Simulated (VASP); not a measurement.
A run of VASP 6.6.1:

File INCAR:

```
  ALGO = Normal
  EDIFF = 1E-6
  ENCUT = 520
  GGA = PE
  ISIF = 2
  ISMEAR = 0
  LASPH = True
  LCHARG = True
  LELF = True
  LREAL = Auto
  LVHAR = True
  LWAVE = False
  NBANDS = 202
  NELM = 80
  PREC = Accurate
  SIGMA = 0.01
```

The input KPOINTS:

```
Automatic mesh
0
Gamma
  2 2 2
  0.5 0.5 0.5
```

POSCAR

```
Ga2O3
1.0
    0.0000000000      5.8400300452      4.5408731688
   -5.0576143780     -2.9200150226      4.5408731688
    5.0576143780     -2.9200150226      4.5408731688
Ga O
16 24
Direct
    0.8558438247      0.8558438247      0.8558438247
    0.8558438247      0.3558438247      0.3558438247
    0.3558438247      0.3558438247      0.8558438247
    0.3558438247      0.8558438247      0.3558438247
    0.6441561753      0.6441561753      0.6441561753
    0.6441561753      0.1441561753      0.1441561753
    0.1441561753      0.1441561753      0.6441561753
    0.1441561753      0.6441561753      0.1441561753
    0.1441561753      0.1441561753      0.1441561753
    0.1441561753      0.6441561753      0.6441561753
    0.6441561753      0.6441561753      0.1441561753
    0.6441561753      0.1441561753      0.6441561753
    0.3558438247      0.3558438247      0.3558438247
    0.3558438247      0.8558438247      0.8558438247
    0.8558438247      0.8558438247      0.3558438247
    0.8558438247      0.3558438247      0.8558438247
    0.5984364494      0.2500000000      0.4015635506
    0.5984364494      0.7500000000      0.9015635506
    0.0984364494      0.7500000000      0.4015635506
    0.0984364494      0.2500000000      0.9015635506
    0.2500000000      0.4015635506      0.5984364494
    0.2500000000      0.9015635506      0.0984364494
    0.7500000000      0.9015635506      0.5984364494
    0.7500000000      0.4015635506      0.0984364494
    0.4015635506      0.5984364494      0.2500000000
    0.4015635506      0.0984364494      0.7500000000
    0.9015635506      0.0984364494      0.2500000000
    0.9015635506      0.5984364494      0.7500000000
    0.4015635506      0.7500000000      0.5984364494
    0.4015635506      0.2500000000      0.0984364494
    0.9015635506      0.2500000000      0.5984364494
    0.9015635506      0.7500000000      0.0984364494
    0.5984364494      0.4015635507      0.7500000000
    0.5984364494      0.9015635506      0.2500000000
    0.0984364494      0.9015635506      0.7500000000
    0.0984364494      0.4015635507      0.2500000000
    0.7500000000      0.5984364494      0.4015635507
    0.7500000000      0.0984364494      0.9015635506
    0.2500000000      0.0984364494      0.4015635507
    0.2500000000      0.5984364494      0.9015635506
```

Potentials or basis: VASP PAW PBE potentials, release 64 (Ga_d, O).

Launch:

```console
$ cat potpaw_PBE.64/Ga_d/POTCAR potpaw_PBE.64/O/POTCAR > POTCAR
$ mpirun -np 1 vasp_std > vasp.out
```

Hardware: 1 thread of Intel Xeon 8259CL, with other jobs on the host.

Q: Estimate the wall time of this run.

A: It took 13 min on 1 thread of Intel Xeon 8259CL (shared host), peak memory 0.47 GiB. Counts: scf iterations 16, k points 2.
